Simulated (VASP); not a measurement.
The system is PbO (Litharge).

```
Pb O
1.0
     3.98040    0.00000    0.00000
     0.00000    3.98040    0.00000
     0.00000    0.00000    5.00091
Pb O
2 2
Cartesian
  0.0000 1.9902 1.1834
  1.9902 0.0000 3.8175
  0.0000 0.0000 0.0000
  1.9902 1.9902 0.0000
```

Program: VASP 6.6.1. Alike in all runs: task single point; no spin polarisation; cell as given; cutoff (eV) 520; smearing gaussian 0.01 eV.

Order these runs on this cell by their pressure, lowest first.
A. level PBE; potentials or basis VASP PAW PBE potentials, release 64 (Pb_d, O); k mesh 4 × 4 × 4
B. level r2SCAN; potentials or basis VASP PAW PBE potentials, release 64 (Pb_d, O); k mesh 6 × 6 × 6
C. level LDA; potentials or basis VASP PAW LDA potentials, release 64 (Pb_d, O); k mesh 6 × 6 × 6

C (-2.0 GPa), B (1.7 GPa), A (4.6 GPa).

Caveats: the PAW data sets were made with another functional, which shifts forces and pressure a little (some runs).
